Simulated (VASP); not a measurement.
# CaO (F-43m) in VASP: a series of runs

Aim: see how the results for CaO move with the level of theory and the settings. Levels: LDA, r2SCAN, PBEsol. Tasks: single point.

All numbers are computed with VASP 6.6.1; they aren't measurements. Logs are shortened: lines on timing, memory, paths and dates and some standing lists are left out, and cuts for length are marked.

### Step 1. The cell of the first run

The structure is cubic, space group F-43m (No. 216). The conventional cell has a = 5.213 Å, b = 5.213 Å, c = 5.213 Å, α = 90.00°, β = 90.00°, γ = 90.00°. Within 3.0 Å of Ca (site symmetry -43m) lie 4 O at 2.26 Å. O (site symmetry -43m) has 4 Ca at 2.26 Å within 3.0 Å.

### Step 2. Single point, LDA

INCAR reads:

```
SYSTEM = CaO
PREC = Accurate
ENCUT = 600
EDIFF = 1E-6
ISMEAR = 0
SIGMA = 0.01
LREAL = .FALSE.
LASPH = .TRUE.
NELM = 120
ALGO = Normal
ISIF = 2
LWAVE = .FALSE.
LCHARG = .FALSE.
GGA = CA
NBANDS = 15
GGA_COMPAT = .FALSE.
```

KPOINTS reads:

```
Automatic mesh
0
G
  6 6 6
  0 0 0
```

POSCAR reads:

```
CaO
1.0
    0.0000000000      2.6067317416      2.6067317416
    2.6067317416      0.0000000000      2.6067317416
    2.6067317416      2.6067317416      0.0000000000
Ca O
1 1
Direct
    0.0000000000      0.0000000000      0.0000000000
    0.2500000000      0.2500000000      0.2500000000
```

Potentials or basis: VASP PAW LDA potentials, release 64 (Ca_sv, O).

Command:

```console
$ cat potpaw_LDA.64/Ca_sv/POTCAR potpaw_LDA.64/O/POTCAR > POTCAR
$ mpirun -np 1 vasp_std > vasp.out
```

OUTCAR:

```text
SYSTEM = CaO
   PREC = Accurate
   ENCUT = 600
   EDIFF = 1E-6
   ISMEAR = 0
   LREAL = .FALSE.
   LASPH = .TRUE.
   NELM = 120
   ISIF = 2
   GGA = CA

 ion  position               nearest neighbor table
   1  0.000  0.000  0.000-   2 2.26   2 2.26   2 2.26   2 2.26
   2  0.250  0.250  0.250-   1 2.26   1 2.26   1 2.26   1 2.26

  LATTYP: Found a face centered cubic cell.
 ALAT       =     5.2134634832

  Lattice vectors:

 A1 = (   0.0000000000,   2.6067317416,   2.6067317416)
 A2 = (   2.6067317416,   0.0000000000,   2.6067317416)
 A3 = (   2.6067317416,   2.6067317416,   0.0000000000)

Analysis of symmetry for initial positions (statically):
=====================================================================
 Subroutine PRICEL returns:
 Original cell was already a primitive cell.

 Routine SETGRP: Setting up the symmetry group for a
 face centered cubic supercell.

 Subroutine GETGRP returns: Found 24 space group operations
 (whereof 24 operations were pure point group operations)
 out of a pool of 48 trial point group operations.

The static configuration has the point symmetry T_d .

Analysis of symmetry for dynamics (positions and initial velocities):
=====================================================================
 Subroutine PRICEL returns:
 Original cell was already a primitive cell.

 Routine SETGRP: Setting up the symmetry group for a
 face centered cubic supercell.

 Subroutine GETGRP returns: Found 24 space group operations
 (whereof 24 operations were pure point group operations)
 out of a pool of 48 trial point group operations.

The dynamic configuration has the point symmetry T_d .

 Subroutine INISYM returns: Found 24 space group operations
 (whereof 24 operations are pure point group operations),
 and found     1 'primitive' translations

----------------------------------------------------------------------------------------

                                     Primitive cell

  volume of cell :      35.4257

  direct lattice vectors                    reciprocal lattice vectors
     0.000000000  2.606731742  2.606731742    -0.191811068  0.191811068  0.191811068
     2.606731742  0.000000000  2.606731742     0.191811068 -0.191811068  0.191811068
     2.606731742  2.606731742  0.000000000     0.191811068  0.191811068 -0.191811068

  length of vectors
     3.686475382  3.686475382  3.686475382     0.332226516  0.332226516  0.332226516

  position of ions in fractional coordinates (direct lattice)
     0.000000000  0.000000000  0.000000000
     0.250000000  0.250000000  0.250000000

  ion indices of the primitive-cell ions
   primitive index   ion index
[... 78 lines left out ...]
   EMIN   =  10.00;   EMAX   =-10.00  energy-range for DOS
   EFERMI =   0.00;   METHOD = LEGACY
   ISMEAR =     0;   SIGMA  =   0.01  broadening in eV -4-tet -1-fermi 0-gaus
   EFERMI_NEDOS =   21; number of points for ismear=-14 and -15
   IALGO  =     38    algorithm
   IMIX   =      4    mixing-type and parameters
     AMIX     =   0.40;   BMIX     =  1.00
     AMIX_MAG =   1.60;   BMIX_MAG =  1.00
  volume/ion in A,a.u.               =      17.71       119.53
  Fermi-wavevector in a.u.,A,eV,Ry     =   1.256055  2.373599 21.465543  1.577673
  Thomas-Fermi vector in A             =   2.389781
   LORBIT       =      0    0 simple, 1 ext, 2 COOP (PROOUT), +10 PAW based schemes
   GGA     = CA    functional components
   LHFCALC =     F    Hartree Fock is set to
   AEXX    =    0.0000 exact exchange contribution
   IVDW    =     0    specifies the selected vdW correction
   LEPSILON=     F    determine dielectric tensor
   LRPA    =     F    only Hartree local field effects (RPA)
 non-spin polarized calculation
 Gauss-broadening in eV      SIGMA  =   0.01
  energy-cutoff  :      600.00
  volume of cell :       35.43
 maximum number of plane-waves:      1243
 NGX is ok and might be reduce to    30
   NGX = 15   NGY = 15   NGZ = 15

 number of electron      16.0000003 magnetization

 Free energy of the ion-electron system (eV)
  ---------------------------------------------------
  ext. energy  EPLUGINS =         0.00000000
  ---------------------------------------------------
  free energy    TOTEN  =       -13.67335777 eV

  energy without entropy =      -13.67335777  energy(sigma->0) =      -13.67335777

 E-fermi :   0.1657     XC(G=0):  -9.6118

 val. band max:        0.1173930621   @ k =  -0.3333   0.5000   0.1667
 cond. band min:       3.2566433840   @ k =   0.0000   0.0000   0.0000
 fundamental gap:      3.1392503219
 Fermi energy:         0.1656731465

 k-point     1 :       0.0000    0.0000    0.0000
  band No.  band energies     occupation
      1     -36.4643      2.00000
      2     -17.6948      2.00000
      3     -17.6948      2.00000
      4     -17.6948      2.00000
      5     -14.3391      2.00000
      6      -0.5283      2.00000
      7      -0.5283      2.00000
      8      -0.5283      2.00000
      9       3.2566      0.00000
     10       8.0197      0.00000
     11       8.0197      0.00000
     12       9.6734      0.00000
     13       9.6734      0.00000
     14       9.6734      0.00000
[... 257 lines left out ...]
      2     -18.4372      2.00000
      3     -17.9042      2.00000
      4     -17.8451      2.00000
      5     -13.4444      2.00000
      6      -1.0081      2.00000
      7      -0.2249      2.00000
      8       0.1174      2.00000
      9       4.8783      0.00000
     10       6.4817      0.00000
     11       8.6620      0.00000
     12       9.3493      0.00000
     13       9.9762      0.00000
     14      12.3767      0.00000
     15      13.3437      0.00000

------------------------ aborting loop because EDIFF is reached ----------------------------------------

  FORCE on cell =-STRESS in cart. coord.  units (eV):
  Direction    XX          YY          ZZ          XY          YZ          ZX
  --------------------------------------------------------------------------------------
  -------------------------------------------------------------------------------------
  Total       -0.8911097     -0.8911097     -0.8911097     -0.0000000      0.0000000     -0.0000000
  in kB      -40.3016406    -40.3016406    -40.3016406     -0.0000000      0.0000000     -0.0000000
  external PRESSURE =     -40.3016406 kB  Pullay stress =       0.0000000 kB

 VOLUME and BASIS-vectors are now :
 -----------------------------------------------------------------------------
  energy-cutoff  :      600.00
  volume of cell :       35.43
      direct lattice vectors                 reciprocal lattice vectors
     0.000000000  2.606731742  2.606731742    -0.191811068  0.191811068  0.191811068
     2.606731742  0.000000000  2.606731742     0.191811068 -0.191811068  0.191811068
     2.606731742  2.606731742  0.000000000     0.191811068  0.191811068 -0.191811068

 POSITION                                       TOTAL-FORCE (eV/Angst)
 -----------------------------------------------------------------------------------
      0.00000      0.00000      0.00000         0.000000     -0.000000      0.000000
      1.30337      1.30337      1.30337        -0.000000      0.000000     -0.000000
 -----------------------------------------------------------------------------------
    total drift:                               -0.000000     -0.000000     -0.000000

  FREE ENERGIE OF THE ION-ELECTRON SYSTEM (eV)
  ---------------------------------------------------
  free  energy   TOTEN  =       -13.6733577715 eV

  energy  without entropy=      -13.6733577715  energy(sigma->0) =      -13.67335777
```

Wall time 25 s (1 thread of Intel Xeon 8259CL, shared host); peak memory 0.15 GiB.

Results:

```yaml
Free_energy: -13.6734 eV
Pressure: -4.0 GPa
Band_gap_on_the_k_mesh: 3.14 eV, indirect (least direct gap 3.78 eV)
```

A k mesh can miss the band edges.

### Step 3. Single point, r2SCAN

POSCAR is that of step 2.

INCAR.step1 reads:

```
ALGO = Normal
EDIFF = 1E-5
ENCUT = 660
GGA = PE
GGA_COMPAT = False
ISMEAR = 0
LASPH = True
LCHARG = False
LREAL = False
LWAVE = True
NBANDS = 15
NELM = 120
PREC = Accurate
SIGMA = 0.01
```

INCAR.step2 reads:

```
ALGO = Normal
EDIFF = 1E-6
ENCUT = 660
GGA_COMPAT = False
ISIF = 2
ISMEAR = 0
ISTART = 1
LASPH = True
LCHARG = True
LELF = True
LMIXTAU = True
LREAL = False
LVHAR = True
LWAVE = False
METAGGA = R2SCAN
NBANDS = 15
NELM = 120
PREC = Accurate
SIGMA = 0.01
```

KPOINTS reads:

```
k-points
0
Gamma
  4 4 4
```

Potentials or basis: VASP PAW PBE potentials, release 64 (Ca_sv, O).

Command:

```console
$ cat potpaw_PBE.64/Ca_sv/POTCAR potpaw_PBE.64/O/POTCAR > POTCAR
$ cp INCAR.step1 INCAR
$ mpirun -np 1 vasp_std > vasp.out
$ cp INCAR.step2 INCAR
$ mpirun -np 1 vasp_std > vasp.out
```

It took 81 s on 1 thread of Intel Xeon 8259CL, shared host; peak memory 0.19 GiB.

It converged, with:

```yaml
Free_energy: -18.9469 eV
Pressure: 0.7 GPa
Band_gap_on_the_k_mesh: 3.73 eV, indirect (least direct gap 4.36 eV)
```

Levels at points of the mesh, in eV from the valence-band top:
```
           k point  band 5  band 6  band 7  band 8  band 9  band 10  band 11  band 12
(0.00, 0.00, 0.00)  -15.75   -0.62   -0.62   -0.62    3.73     8.66     8.66    10.29
(0.50, 0.00, 0.00)  -15.02   -0.99   -0.36   -0.36    6.59     8.54     8.54     8.82
(0.50, 0.50, 0.00)  -14.81   -1.42    0.00    0.00    5.34     7.22     9.74    10.04
```

Caveat: the k points lie up to 0.52 Å⁻¹ apart; the PAW data sets were made with another functional, which shifts forces and pressure a little.

(Part 1 of 2 ends here.)
